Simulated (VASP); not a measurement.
## HfB: single point with LDA

HfB:

```xyz
2
Lattice="0.0000 2.3404 2.3404 2.3404 0.0000 2.3404 2.3404 2.3404 0.0000" Properties=species:S:1:pos:R:3 pbc="T T T"
Hf    2.3404    2.3404    2.3404
B     0.0000    0.0000    0.0000
```

```
Program                : VASP 6.6.1
Task                   : single point
Functional             : LDA
Potentials or basis    : VASP PAW LDA potentials, release 64 (Hf_pv, B)
Cutoff                 : 520 eV
k mesh                 : 15 × 15 × 15
Occupations            : fermi-dirac, width 0.05 eV
Spin                   : no spin polarisation
Dipole correction      : no
Further INCAR settings : ALGO = Normal; EDIFF = 1e-06; NBANDS = 14
```

The pressure is 10.2 GPa. The band gap on the k mesh is zero (an odd number of electrons rules out a gap without spin polarisation).

Levels at points of the mesh, in eV from the Fermi level:
| k point | band 4 | band 5 | band 6 | band 7 | band 8 | band 9 | band 10 | band 11 |
| --- | --- | --- | --- | --- | --- | --- | --- | --- |
| (0.00, 0.00, 0.00) | -9.33 | 2.06 | 2.06 | 2.06 | 3.84 | 3.84 | 3.84 | 3.99 |

Wall time 69 s on 1 thread of Intel Xeon 8259CL (shared host), peak memory 0.18 GiB.

Caveat: the cell stands under pressure; spin-orbit coupling is left out, which moves the levels of the heavy elements.
